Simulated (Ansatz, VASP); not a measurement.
Bi in VASP and in Ansatz

```xyz
2
Lattice="4.6280 0.0000 0.0000 -2.3140 4.0080 0.0000 0.0000 0.0000 12.0610" Properties=species:S:1:pos:R:3 pbc="T T T"
Bi    0.0000    2.6720    3.0153
Bi    2.3140    1.3360    9.0458
```

Change from the starting cell: volume scaled by 1.06, crystal datasets.

Alike in both runs: task electric field gradients; functional PBEsol; k mesh 9 × 9 × 3; occupations fermi-dirac, width 0.08 eV; no spin polarisation.

|  | VASP | Ansatz |
| --- | --- | --- |
| version | VASP 6.6.1 | Ansatz 0.2.0 |
| potentials or method | VASP PAW PBE potentials, release 64 (Bi_d), cutoff 520 eV | all-electron PAW with datasets made for the crystal, scalar-relativistic |

|  | VASP | Ansatz | Ansatz less VASP |
| --- | --- | --- | --- |
| pressure (GPa) | -3.1 | -3.1 | +0.02 |
| traceless stress, the component that is largest in VASP (GPa) | 2.81 | 2.81 | +0.001 |
| size of Vzz on the site where it differs most (V/Å²) | 239.2 | 239.8 | +0.67 |

VASP's potentials were made for PBE, not for PBEsol. Ansatz ran all-electron here, and VASP with PAW potentials.

Spin-orbit coupling is off throughout.
